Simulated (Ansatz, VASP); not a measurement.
One calculation of B, two programs

```xyz
1
Lattice="0.0000 1.3998 1.3998 1.3998 0.0000 1.3998 1.3998 1.3998 0.0000" Properties=species:S:1:pos:R:3 pbc="T T T"
B     0.0000    0.0000    0.0000
```

Alike in both runs: task single point; functional revPBE; k mesh 21 × 21 × 21; occupations fermi-dirac, width 0.1 eV; no spin polarisation.

```csv
,VASP,Ansatz
version,VASP 6.6.1,Ansatz 0.2.0
potentials or method,"VASP PAW PBE potentials, release 64 (B), cutoff 520 eV","plane waves (420 eV) with PAW, scalar-relativistic"
valence electrons in the cell,3,3
```

Ansatz gave:

| Item | Value |
| --- | --- |
| pressure (GPa) | 25.9 |

Problem. What did VASP give for the same quantities?

Solution. Pressure (GPa): 25.8.

VASP's potentials were made for PBE, not for revPBE.
